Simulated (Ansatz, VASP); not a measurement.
**Two plane-wave programs on Ag**

```
CELL_PARAMETERS angstrom
-1.57287 1.57287 1.57287
1.57287 -1.57287 1.57287
1.57287 1.57287 -1.57287
ATOMIC_POSITIONS crystal
Ag 0.00000 0.00000 0.00000
```

Change from the starting cell: strain -0.050 along x and y, -0.050 along z, atoms carried along.

Alike in both runs: task single point; functional PBEsol; k mesh 20 × 20 × 20; occupations gaussian, width 0.15 eV; no spin polarisation.

|  | VASP | Ansatz |
| --- | --- | --- |
| version | VASP 6.6.1 | Ansatz 0.2.0 |
| potentials or method | VASP PAW PBE potentials, release 64 (Ag), cutoff 520 eV | scalar-relativistic, plane waves, PAW |
| valence electrons in the cell | 11 | 19 |

Ansatz gave:

```
gap on the k mesh at the Fermi level (eV) : none
pressure (GPa)                            : 10.6
```

Q: Estimate VASP's values.

A: gap on the k mesh at the Fermi level (eV): none; pressure (GPa): 10.3.

VASP's potentials were made for PBE, not for PBEsol. A gap of «none» marks a metal or a gap that the smearing closes. With one functional, cell and mesh, what is left measures potentials, basis and numerics. VASP's potentials hold 11 valence electrons a cell and Ansatz's 19, so a difference there can come from the potentials and not from the codes.
